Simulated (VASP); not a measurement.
# GaN: single point with r2SCAN

The system is GaN.

```
Ga N
1.0
     0.00000    2.10852    2.04526
     2.10852    0.00000    2.04526
     2.10852    2.10852    0.00000
Ga N
1 1
Cartesian
  0.0000 0.0000 0.0000
  2.1085 2.1085 2.0453
```

This cell differs from its parent crystal: uniaxial z strain -3.0%.

```json
{"Program": "VASP 6.6.1", "Task": "single point", "Functional": "r2SCAN", "Potentials or basis": "VASP PAW PBE potentials, release 64 (Ga_d, N)", "Cutoff": "520 eV", "k mesh": "10 × 10 × 10", "Occupations": "gaussian, width 0.01 eV", "Spin": "no spin polarisation", "Dipole correction": "no", "Further INCAR settings": "ALGO = Normal; EDIFF = 1e-07; NBANDS = 16"}
```

| Property | Result |
| --- | --- |
| Pressure | 9.9 GPa |
| Band gap on the k mesh | 1.16 eV, indirect (least direct gap 3.73 eV) |

Stress tensor (GPa, compression positive):
```
 7.31  0.00  0.00
 0.00  7.31  0.00
 0.00  0.00 14.98
```

Levels at points of the mesh, in eV from the valence-band top:
```
           k point  band 5  band 6  band 7  band 8  band 9  band 10  band 11  band 12  band 13  band 14
(0.00, 0.00, 0.00)  -14.31  -14.27   -0.77   -0.48   -0.48     3.26    15.61    15.61    15.85    17.04
(0.50, 0.00, 0.00)  -14.14  -14.11   -8.55   -0.26   -0.10     5.51     9.72    10.42    10.86    17.88
(0.50, 0.50, 0.00)  -14.05  -11.25   -7.47   -3.40   -3.40     1.16     8.30    13.71    15.97    15.97
(0.50, 0.00, 0.50)  -14.04  -11.55   -7.55   -3.42   -2.98     1.48     8.68    13.32    15.79    16.79
```

Wall time 72 s on 1 thread of Intel(R) Xeon(R) Platinum 8488C (Sapphire Rapids), on a shared host, peak memory 0.16 GiB.

Caveat: the cell differs from its parent crystal (uniaxial z strain -3.0%); the PAW data sets were made with another functional, which shifts forces and pressure a little. A k mesh can miss the band edges.
